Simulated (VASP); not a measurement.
Input of a VASP 6.6.1 run:

The input INCAR:

```
PREC = Accurate
ENCUT = 520
EDIFF = 1E-6
ISMEAR = 0
SIGMA = 0.05
LREAL = Auto
LASPH = True
NELM = 60
ALGO = Normal
ISIF = 2
LWAVE = False
LCHARG = False
GGA = PS
NBANDS = 73
```

The input KPOINTS:

```
Automatic mesh
0
Gamma
  6 6 4
```

File POSCAR:

```
BaTiO3
1.0
    5.6142412921      0.0000000000      0.0000000000
   -2.8071206461      4.8620755820      0.0000000000
    0.0000000000      0.0000000000      6.8760132293
Ba Ti O
3 3 9
Direct
    0.3333333333      0.6666666667      0.1666666667
    1.0000000000      1.0000000000      0.5000000000
    0.6666666667      0.3333333333      0.8333333333
    0.0000000000      0.0000000000      0.0000000000
    0.6666666667      0.3333333333      0.3333333333
    0.3333333333      0.6666666667      0.6666666667
    0.8333333333      0.1666666667      0.1666666667
    0.5000000000      0.5000000000      0.5000000000
    0.1666666667      0.8333333333      0.8333333333
    0.8333333333      0.6666666667      0.1666666667
    0.5000000000      1.0000000000      0.5000000000
    0.1666666667      0.3333333333      0.8333333333
    0.3333333333      0.1666666667      0.1666666667
    1.0000000000      0.5000000000      0.5000000000
    0.6666666667      0.8333333333      0.8333333333
```

Potentials or basis: VASP PAW PBE potentials, release 64 (Ba_sv, Ti_sv, O).

Launch:

```bash
$ cat potpaw_PBE.64/Ba_sv/POTCAR potpaw_PBE.64/Ti_sv/POTCAR potpaw_PBE.64/O/POTCAR > POTCAR
$ mpirun -np 1 vasp_std > vasp.out
```

(1) Estimate the pressure.

(2) What does it give for the band gap on the k mesh?

Results:

(1) 2.1 GPa.

(2) 1.75 eV.

Caveat: the PAW data sets were made with another functional, which shifts forces and pressure a little; spin-orbit coupling is left out, which moves the levels of the heavy elements.
